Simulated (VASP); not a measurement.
Wanted: the native input for a VASP 6.6.1 run.

- Task: single point
- Functional: PBEsol
- Potentials or basis: VASP PAW PBE potentials, release 64 (Sr_sv, O)
- Cutoff: 520 eV
- k mesh: 7 × 7 × 1
- Occupations: gaussian, width 0.05 eV
- Spin: no spin polarisation
- Dipole correction: yes
- Further INCAR settings: ALGO = Normal; EDIFF = 1e-06; NBANDS = 51

The structure of SrO lies in POSCAR:

```
SrO
1.0
    3.6220724544      0.0000000000      0.0000000000
    0.0000000000      3.6220724544      0.0000000000
    0.0000000000      0.0000000000     25.2447679779
Sr O
5 5
Direct
    0.5000000000      0.5000000000      0.2970912629
    0.0000000000      0.0000000000      0.3985456314
    0.5000000000      0.5000000000      0.5000000000
    0.0000000000      0.0000000000      0.6014543686
    0.5000000000      0.5000000000      0.7029087371
    0.0000000000      0.0000000000      0.2970912629
    0.5000000000      0.5000000000      0.3985456314
    0.0000000000      0.0000000000      0.5000000000
    0.5000000000      0.5000000000      0.6014543686
    0.0000000000      0.0000000000      0.7029087371
```

One way to write it, as run:

INCAR

```
PREC = Accurate
ENCUT = 520
EDIFF = 1E-6
ISMEAR = 0
SIGMA = 0.05
LREAL = F
LASPH = T
NELM = 80
ALGO = Normal
ISIF = 2
LWAVE = F
LCHARG = F
LDIPOL = T
IDIPOL = 3
DIPOL = 0.5 0.5 0.500
GGA = PS
NBANDS = 51
```

KPOINTS

```
Automatic mesh
0
Gamma
  7 7 1
```

Potentials or basis: VASP PAW PBE potentials, release 64 (Sr_sv, O).

Run with:

```sh
$ cat potpaw_PBE.64/Sr_sv/POTCAR potpaw_PBE.64/O/POTCAR > POTCAR
$ mpirun -np 1 vasp_std > vasp.out
```

It gave:

The largest force is 0.401 eV/Å and the band gap on the k mesh is 2.70 eV, direct.

Caveat: the PAW data sets were made with another functional, which shifts forces and pressure a little.

Wall time 4.8 min on 1 thread of AMD EPYC 7R43 64-Core Processor (Zen 3), with other jobs on the host, peak memory 0.41 GiB.
